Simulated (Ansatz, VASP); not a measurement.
HF: VASP beside Ansatz

```
CELL_PARAMETERS angstrom
5.03937 0.00000 0.00000
0.00000 5.03937 0.00000
0.00000 0.00000 23.34506
ATOMIC_POSITIONS crystal
F 0.13356 0.13300 0.68035
H 0.24072 0.24046 0.65601
```

Alike in both runs: task single point; functional PBE; dispersion D3(BJ); k mesh 4 × 4 × 1; occupations gaussian, width 0.1 eV; no spin polarisation.

|  | VASP | Ansatz |
| --- | --- | --- |
| version | VASP 6.6.1 | Ansatz 0.2.0 |
| potentials or method | VASP PAW PBE potentials, release 64 (F, H), cutoff 520 eV | scalar-relativistic, plane waves, PAW |
| valence electrons in the cell | 8 | 8 |

Ansatz gave:

| Item | Value |
| --- | --- |
| gap on the k mesh at the Fermi level (eV) | 7.65 |
| rms of the force components (eV/Å) | 0.613 |

What did VASP give for the same quantities?

gap on the k mesh at the Fermi level (eV): 7.63; rms of the force components (eV/Å): 0.464.

Atom by atom the forces differ by 0.149 eV/Å (rms over components).
